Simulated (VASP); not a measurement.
A run of VASP 6.6.1 is set up as follows.

File INCAR:

```
SYSTEM = Ni
  PREC = Accurate
  ENCUT = 520
  EDIFF = 1E-6
  ISMEAR = -1
  SIGMA = 0.05
  LREAL = .FALSE.
  LASPH = .TRUE.
  NELM = 150
  ALGO = Normal
  ISIF = 2
  LWAVE = .FALSE.
  LCHARG = .TRUE.
  ISPIN = 2
  MAGMOM = 0.657 0.657
  LORBIT = 11
  LMAXMIX = 4
  GGA = B5
  ALDAX = 1.0
  AGGAX = 1.0
  AGGAC = 1.0
  ALDAC = 0.0
  LELF = .TRUE.
  LVHAR = .TRUE.
  NBANDS = 21
```

Contents of KPOINTS:

```
regular mesh
0
G
  16 16 9
  0 0 0
```

Contents of POSCAR:

```
Ni
1.0
    2.5261281288      0.0000000000      0.0000000000
   -1.2630640644      2.1876911327      0.0000000000
    0.0000000000      0.0000000000      4.1563482310
Ni
2
Direct
    0.3333333333      0.6666666667      0.2500000000
    0.6666666667      0.3333333333      0.7500000000
```

Potentials or basis: VASP PAW PBE potentials, release 64 (Ni).

Run with:

```console
$ cat potpaw_PBE.64/Ni/POTCAR > POTCAR
$ mpirun -np 1 vasp_std > vasp.out
```

Task: Predict the net moment.

Result: 1.18 μB per cell.

Task: Predict the site moments.

Result: Ni +0.60 μB.

Task: What does it give for the pressure?

Result: 0.0 GPa.

Stress tensor (GPa, compression positive):
```
-0.23  0.00  0.00
 0.00 -0.23  0.00
 0.00  0.00  0.34
```

Caveat: the PAW data sets were made with another functional, which shifts forces and pressure a little.
